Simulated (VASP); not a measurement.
A run of VASP 6.6.1:

INCAR

```
ALGO     = Normal         # electronic algorithm
DIPOL    = 0.5 0.5 0.297
EDIFF    = 1E-6           # SCF threshold, eV
ENCUT    = 520            # plane-wave cutoff, eV
GGA      = PE             # functional
IDIPOL   = 3            
ISIF     = 2              # what is computed and relaxed
ISMEAR   = 0              # smearing method
LASPH    = T              # aspherical terms in the spheres
LCHARG   = F              # write CHGCAR
LDIPOL   = T            
LREAL    = F              # projectors in reciprocal space
LWAVE    = F              # write WAVECAR
NBANDS   = 20             # bands
NELM     = 60             # most SCF steps
PREC     = Accurate       # precision mode
SIGMA    = 0.1            # smearing width, eV
```

KPOINTS

```
k-points
0
Gamma
  4 5 1
```

POSCAR

```
Mg4H
1.0
    6.4201385733      0.0000000000      0.0000000000
    0.0000000000      5.1379129567      0.0000000000
    0.0000000000      0.0000000000     21.6644777330
Mg H
8 2
Direct
    0.0000000000      0.7500000000      0.1846340378
    0.5000000000      0.7500000000      0.1846340378
    0.2500000000      0.2500000000      0.2274076137
    0.7500000000      0.2500000000      0.2274076137
    0.2500000000      0.7500000000      0.3173234500
    0.7500000000      0.7500000000      0.3173234500
    0.0000000000      0.2500000000      0.3537808678
    0.5000000000      0.2500000000      0.3537808678
    0.6335694913      0.0833333333      0.4040936431
    0.8664305087      0.0833333333      0.4040936431
```

Potentials or basis: VASP PAW PBE potentials, release 64 (Mg, H).

Command:

```sh
$ cat potpaw_PBE.64/Mg/POTCAR potpaw_PBE.64/H/POTCAR > POTCAR
$ mpirun -np 1 vasp_std > vasp.out
```

Hardware: 1 thread of Intel(R) Xeon(R) 6975P-C (Granite Rapids), with other jobs on the host.

Task: How long does it take, and how much memory?

Result: Run time: 4.5 min on 1 thread of Intel(R) Xeon(R) 6975P-C (Granite Rapids), with other jobs on the host, peak memory 0.63 GiB. Counts: scf iterations 24, k points 9.
